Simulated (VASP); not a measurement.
A run of VASP 6.6.1 is set up as follows.

File INCAR:

```
  PREC = Accurate
  ENCUT = 520
  EDIFF = 1E-8
  ISMEAR = -1
  SIGMA = 0.03
  LREAL = F
  LASPH = T
  NELM = 120
  ALGO = Normal
  ISIF = 2
  LWAVE = F
  LCHARG = F
  GGA = CA
  LEFG = T
  NBANDS = 16
  GGA_COMPAT = F
```

KPOINTS

```
regular mesh
0
Gamma
  9 9 9
```

The input POSCAR:

```
ZrN
1.0
    0.0000000000      2.2842300000      2.2842300000
    2.2842300000      0.0000000000      2.2842300000
    2.2842300000      2.2842300000      0.0000000000
Zr N
1 1
Direct
    0.0000000000      0.0000000000      0.0000000000
    0.5000000000      0.5000000000      0.5000000000
```

Potentials or basis: VASP PAW LDA potentials, release 64 (Zr_sv, N).

Launch:

```bash
$ cat potpaw_LDA.64/Zr_sv/POTCAR potpaw_LDA.64/N/POTCAR > POTCAR
$ mpirun -np 1 vasp_std > vasp.out
```

**Question.** Predict the pressure.

**Answer.** -7.0 GPa.

**Question.** Predict the band gap on the k mesh.

**Answer.** Zero (an odd number of electrons rules out a gap without spin polarisation).

Caveat: the cell stands under tension; an odd number of electrons without spin polarisation forces a metal; a magnetic or distorted state may lie lower.
